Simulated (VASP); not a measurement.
Wanted: the native input for a VASP 6.6.1 run.

| Item | Value |
| --- | --- |
| Task | relaxation of cell and atoms |
| Functional | PBE |
| Potentials or basis | VASP PAW PBE potentials, release 64 (Ca_sv, Se) |
| Cutoff | 600 eV |
| k mesh | 8 × 8 × 8 |
| Occupations | gaussian, width 0.01 eV |
| Spin | no spin polarisation |
| Dipole correction | no |
| Further INCAR settings | ALGO = Normal; EDIFF = 1e-07; IBRION = 2; EDIFFG = -0.001; NSW = 80; ISIF = 3 |

The structure of CaSe lies in POSCAR:

```
CaSe
1.0
    0.0000000000      2.9793658632      2.9793658632
    2.9793658632      0.0000000000      2.9793658632
    2.9793658632      2.9793658632      0.0000000000
Ca Se
1 1
Direct
    0.0000000000      0.0000000000      0.0000000000
    0.5000000000      0.5000000000      0.5000000000
```

One way to write it, as run:

INCAR

```
SYSTEM = CaSe
  PREC = Accurate
  ENCUT = 600
  EDIFF = 1E-7
  ISMEAR = 0
  SIGMA = 0.01
  LREAL = .FALSE.
  LASPH = .TRUE.
  NELM = 100
  ALGO = Normal
  ISIF = 3
  LWAVE = .FALSE.
  LCHARG = .FALSE.
  GGA = PE
  IBRION = 2
  NSW = 80
  EDIFFG = -0.001
```

KPOINTS

```
regular mesh
0
G
  8 8 8
  0 0 0
```

Potentials or basis: VASP PAW PBE potentials, release 64 (Ca_sv, Se).

Launch:

```bash
$ cat potpaw_PBE.64/Ca_sv/POTCAR potpaw_PBE.64/Se/POTCAR > POTCAR
$ mpirun -np 1 vasp_std > vasp.out
```

It gave:

```json
{"Relaxed volume": "26.54 Å³/atom", "Relaxed cell": "a = 4.218 Å, b = 4.218 Å, c = 4.218 Å, α = 60.00°, β = 60.00°, γ = 60.00°", "Space group after relaxing (to 0.05 Å)": "Fm-3m (No. 225)", "Energy gained by relaxing": "0.0 meV/atom", "Ionic steps": "3", "Pressure after relaxing": "0.0 GPa", "Band gap on the k mesh": "2.08 eV, indirect (least direct gap 2.99 eV)"}
```

Wall time 29 s on 1 thread of Intel(R) Xeon(R) 6975P-C (Granite Rapids) (shared host), peak memory 0.21 GiB.
